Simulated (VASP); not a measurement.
A run of VASP 6.6.1 is set up as follows.

Contents of INCAR:

```
PREC = Accurate ; ENCUT = 520
EDIFF = 1E-8 ; ISMEAR = -1
SIGMA = 0.05 ; LREAL = False
LASPH = True ; NELM = 100
ALGO = Normal ; ISIF = 2
LWAVE = False ; LCHARG = False
GGA = PE ; IVDW = 12
LEFG = True ; ISYM = 0
NBANDS = 15
```

Contents of KPOINTS:

```
regular mesh
0
Gamma
  10 10 5
```

File POSCAR:

```
MgI2
1.0
    4.2073279107      0.0000000000      0.0000000000
   -2.1036639553      3.6436528527      0.0000000000
    0.0000000000      0.0000000000      7.8497466096
Mg I
1 2
Direct
    0.0000000000      0.0000000000      0.0000000000
    0.3333333333      0.6666666667      0.2131901454
    0.6666666667      0.3333333333      0.7868098546
```

Potentials or basis: VASP PAW PBE potentials, release 64 (Mg, I).

Run with:

```console
$ cat potpaw_PBE.64/Mg/POTCAR potpaw_PBE.64/I/POTCAR > POTCAR
$ mpirun -np 1 vasp_std > vasp.out
```

What does it give for the dispersion energy per atom?

-0.266 eV.

Estimate the band gap on the k mesh.

3.61 eV (least direct gap 3.71 eV).

Predict the pressure.

-1.2 GPa.

Electric field gradients, principal values (V/Å²):
```
atom   least  middle  greatest (by size)
1 Mg  -0.180  -0.180               0.361
 2 I  26.534  26.535             -53.069
 3 I  26.534  26.535             -53.069
```

Caveat: without QUAD_EFG the Cq values of the log hold for a quadrupole moment of 1 mb, not for the nuclei; spin-orbit coupling is left out, which moves the levels of the heavy elements. A k mesh can miss the band edges.
